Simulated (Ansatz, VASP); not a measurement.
## One calculation of Hf, two programs

```
CELL_PARAMETERS angstrom
-2.42541 1.85472 1.85472
1.85472 -2.42541 1.85472
1.85472 1.85472 -2.42541
ATOMIC_POSITIONS crystal
Hf 0.00000 0.00000 0.00000
```

Alike in both runs: task single point; functional PBEsol; k mesh 20 × 20 × 20; occupations gaussian, width 0.15 eV; no spin polarisation.

|  | VASP | Ansatz |
| --- | --- | --- |
| version | VASP 6.6.1 | Ansatz 0.2.0 |
| potentials or method | VASP PAW PBE potentials, release 64 (Hf_pv), cutoff 520 eV | scalar-relativistic, plane waves, PAW |
| valence electrons in the cell | 10 | 26 |

|  | VASP | Ansatz | Ansatz less VASP |
| --- | --- | --- | --- |
| gap on the k mesh at the Fermi level (eV) | none | none | - |
| pressure (GPa) | 15.1 | 15.4 | +0.29 |
| traceless stress, the component that is largest in VASP (GPa) | 38.02 | 38.31 | +0.281 |

VASP's potentials were made for PBE, not for PBEsol. A gap of «none» marks a metal or a gap that the smearing closes. VASP's potentials hold 10 valence electrons a cell and Ansatz's 26, so a difference there can come from the potentials and not from the codes.

Neither program's run includes spin-orbit coupling.
